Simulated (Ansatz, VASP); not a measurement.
# Two plane-wave programs on HgTe

```
Hg Te
1.0
     0.00000    3.25564    3.25564
     3.25564    0.00000    3.25564
     3.25564    3.25564    0.00000
Hg Te
1 1
Cartesian
  0.0000 0.0000 0.0000
  1.6278 1.6278 1.6278
```

Alike in both runs: functional PBEsol; k mesh 12 × 12 × 12; occupations gaussian, width 0.1 eV; no spin polarisation.

Ansatz relaxed the structure, and its values are those at the end. VASP's run is a single point on that final structure, the one shown.

|  | VASP | Ansatz |
| --- | --- | --- |
| version | VASP 6.6.1 | Ansatz 0.2.0 |
| potentials or method | VASP PAW PBE potentials, release 64 (Hg, Te), cutoff 520 eV | scalar-relativistic, plane waves, PAW |
| valence electrons in the cell | 18 | 36 |

|  | VASP | Ansatz | Ansatz less VASP |
| --- | --- | --- | --- |
| gap on the k mesh at the Fermi level (eV) | none | none | - |
| pressure (GPa) | 0.1 | 0.0 | -0.10 |

VASP's potentials were made for PBE, not for PBEsol. A gap of «none» marks a metal or a gap that the smearing closes. VASP's potentials hold 18 valence electrons a cell and Ansatz's 36, so a difference there can come from the potentials and not from the codes.

Spin-orbit coupling is off throughout.
